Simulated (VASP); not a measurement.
ZrC: single point with PBEsol

The system is ZrC.

```
Zr C
1.0
     0.00000    2.35021    2.35021
     2.35021    0.00000    2.35021
     2.35021    2.35021    0.00000
Zr C
1 1
Direct
  0.59026 0.40974 0.50000
  0.00000 0.00000 0.00000
```

This cell differs from its parent crystal: all Zr atoms moved -0.300 Å, as atom 1 along Cartesian [1 -1 0].

| Quantity | Value |
| --- | --- |
| Program | VASP 6.6.1 |
| Task | single point |
| Functional | PBEsol |
| Potentials or basis | VASP PAW PBE potentials, release 64 (Zr_sv, C) |
| Cutoff | 520 eV |
| k mesh | 18 × 18 × 18 |
| Occupations | gaussian, width 0.15 eV |
| Spin | no spin polarisation |

| Item | Value |
| --- | --- |
| Pressure | 2.8 GPa |
| Largest force | 2.146 eV/Å |
| Band gap on the k mesh | 0.17 eV, indirect (least direct gap 0.38 eV) |

Forces on the atoms (eV/Å):
```
Zr   1.518 -1.518  0.000
C   -1.518  1.518  0.000
```

Stress tensor (GPa, compression positive):
```
 7.06  3.21  0.00
 3.21  7.06  0.00
 0.00  0.00 -5.57
```

Levels at points of the mesh, in eV from the valence-band top:
```
           k point  band 5  band 6  band 7  band 8  band 9  band 10  band 11  band 12
(0.00, 0.00, 0.00)  -11.30   -0.86   -0.66   -0.29    0.91     2.08     2.74     3.82
(0.50, 0.00, 0.00)   -8.41   -5.27   -3.12   -3.00    4.25     4.36     5.11     6.55
(0.00, 0.00, 0.50)   -8.26   -5.37   -2.89   -2.61    4.09     4.16     5.22     5.64
(0.50, 0.50, 0.00)  -10.07   -2.93   -2.19   -0.37    1.43     4.90     5.53     5.54
(0.00, 0.50, 0.50)  -10.05   -2.56   -2.03   -0.12    0.73     4.65     5.52     5.53
```

Run time: 8.8 min on 1 thread of AMD EPYC 7R43 64-Core Processor (Zen 3) (shared host), peak memory 0.4 GiB.

Caveat: the cell differs from its parent crystal (all Zr atoms moved -0.300 Å, as atom 1 along Cartesian [1 -1 0]); the PAW data sets were made with another functional, which shifts forces and pressure a little. A k mesh can miss the band edges.
